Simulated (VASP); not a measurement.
Input of a VASP 6.6.1 run:

POSCAR

```
PbS
1.0
    0.0000000000      2.9700000000      2.9700000000
    2.9700000000      0.0000000000      2.9700000000
    2.9700000000      2.9700000000      0.0000000000
Pb S
1 1
Direct
    0.0000000000      0.0000000000      0.0000000000
    0.5200000000      0.5000000000      0.4900000000
```

The input INCAR.step1:

```
SYSTEM = PbS
PREC = Accurate
ENCUT = 550
ISMEAR = -1
SIGMA = 0.1
LREAL = .FALSE.
LASPH = .TRUE.
NELM = 120
NBANDS = 17
GGA = PE
ALGO = Normal
EDIFF = 1E-5
LWAVE = .TRUE.
LCHARG = .FALSE.
GGA_COMPAT = .FALSE.
```

Contents of INCAR.step2:

```
SYSTEM = PbS
PREC = Accurate
ENCUT = 550
EDIFF = 1E-6
ISMEAR = -1
SIGMA = 0.1
LREAL = .FALSE.
LASPH = .TRUE.
NELM = 120
ALGO = Normal
ISIF = 2
LWAVE = .FALSE.
LCHARG = .TRUE.
METAGGA = R2SCAN
LMIXTAU = .TRUE.
LELF = .TRUE.
LVHAR = .TRUE.
NBANDS = 17
ISTART = 1
GGA_COMPAT = .FALSE.
```

File KPOINTS:

```
regular mesh
0
G
  1 1 1
  0 0 0
```

Potentials or basis: VASP PAW PBE potentials, release 64 (Pb_d, S).

The run is started by

```console
$ cat potpaw_PBE.64/Pb_d/POTCAR potpaw_PBE.64/S/POTCAR > POTCAR
$ cp INCAR.step1 INCAR
$ mpirun -np 1 vasp_gam > vasp.out
$ cp INCAR.step2 INCAR
$ mpirun -np 1 vasp_gam > vasp.out
```

What does it give for the largest force?

0.510 eV/Å.

Predict the pressure.

20.5 GPa.

Predict the band gap on the k mesh.

6.77 eV.

Stress tensor (GPa, compression positive):
```
20.46  0.02  0.05
 0.02 20.46 -0.05
 0.05 -0.05 20.59
```

Caveat: the k points lie up to 1.83 Å⁻¹ apart; the PAW data sets were made with another functional, which shifts forces and pressure a little; spin-orbit coupling is left out, which moves the levels of the heavy elements. A k mesh can miss the band edges.
